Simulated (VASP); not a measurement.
A run of VASP 6.6.1:

File INCAR:

```
SYSTEM = LaBi2As3
PREC = Accurate ; ENCUT = 520
EDIFF = 1E-6 ; ISMEAR = -1
SIGMA = 0.05 ; LREAL = .FALSE.
LASPH = .TRUE. ; NELM = 80
ALGO = Normal ; ISIF = 2
LWAVE = .FALSE. ; LCHARG = .FALSE.
GGA = PS ; NBANDS = 37
```

The input KPOINTS:

```
regular mesh
0
G
  6 6 4
  0 0 0
```

The input POSCAR:

```
LaBi2As3
1.0
    5.2130898865     -0.0002746002      0.0009913780
   -2.6067826564      4.5170570138      0.0016631156
   -0.0009247619     -0.0008464079      6.2270307625
La Bi As
1 2 3
Direct
    0.3362672202      0.6677572460      0.5446408204
    0.0030251867      0.0012176650      0.8662108813
    0.6694836339      0.3342739217      0.2230461963
    0.0030831486      0.0012963661      0.3941136142
    0.6694989475      0.3341994401      0.6951390036
    0.3362759647      0.6677152431      1.0446453718
```

Potentials or basis: VASP PAW PBE potentials, release 64 (La, Bi_d, As).

Run with:

```sh
$ cat potpaw_PBE.64/La/POTCAR potpaw_PBE.64/Bi_d/POTCAR potpaw_PBE.64/As/POTCAR > POTCAR
$ mpirun -np 1 vasp_std > vasp.out
```

Hardware: 1 thread of Intel(R) Xeon(R) Platinum 8375C CPU @ 2.90GHz (Ice Lake), with other jobs on the host.

Problem. How long does it take, and how much memory?

Solution. Wall time 6.9 min on 1 thread of Intel(R) Xeon(R) Platinum 8375C CPU @ 2.90GHz (Ice Lake), with other jobs on the host, peak memory 0.56 GiB. Counts: scf iterations 16, k points 76.
